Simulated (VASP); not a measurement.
Set up this calculation in VASP 6.6.1, as the native input.

```
Task                   : single point
Functional             : PBE
Potentials or basis    : VASP PAW PBE potentials, release 64 (Ti_sv, Bi_d, O)
Cutoff                 : 520 eV
k mesh                 : 8 × 6 × 6
Occupations            : gaussian, width 0.2 eV
Spin                   : no spin polarisation
Dipole correction      : no
Further INCAR settings : ALGO = Normal; EDIFF = 1e-07; NBANDS = 44
```

The structure of Ti3BiO3 lies in POSCAR:

```
Ti3BiO3
1.0
   -0.0003260671     -0.0012001109      2.8498144063
    7.2176062706      0.0023348233     -0.0009105239
   -3.6066671223      6.2880415225     -0.0022542763
Ti Bi O
3 1 3
Direct
    0.5001644699      0.5735869239      0.7858739617
    0.4999456427      0.2127603880      0.7862396959
    0.4998968024      0.2134429307      0.4270435714
    0.0000190225      0.0005911570      1.0014227500
    0.0005992979      0.4536215546      0.9070851929
   -0.0002213706      0.0914808765      0.5463775204
   -0.0004038646      0.4545161692      0.5459573078
```

One way to write it, as run:

INCAR

```
PREC = Accurate
ENCUT = 520
EDIFF = 1E-7
ISMEAR = 0
SIGMA = 0.2
LREAL = F
LASPH = T
NELM = 60
ALGO = Normal
ISIF = 2
LWAVE = F
LCHARG = F
GGA = PE
NBANDS = 44
```

KPOINTS

```
Automatic mesh
0
Gamma
  8 6 6
```

Potentials or basis: VASP PAW PBE potentials, release 64 (Ti_sv, Bi_d, O).

Run with:

```bash
$ cat potpaw_PBE.64/Ti_sv/POTCAR potpaw_PBE.64/Bi_d/POTCAR potpaw_PBE.64/O/POTCAR > POTCAR
$ mpirun -np 1 vasp_std > vasp.out
```

Results of the run:

* Pressure: 0.3 GPa
* Largest force: 0.087 eV/Å
* Band gap on the k mesh: zero (an odd number of electrons rules out a gap without spin polarisation)

Caveat: spin-orbit coupling is left out, which moves the levels of the heavy elements; an odd number of electrons without spin polarisation forces a metal; a magnetic or distorted state may lie lower.

Run time: 15 min on 1 thread of Intel(R) Xeon(R) Platinum 8488C (Sapphire Rapids) (shared host), peak memory 0.77 GiB.
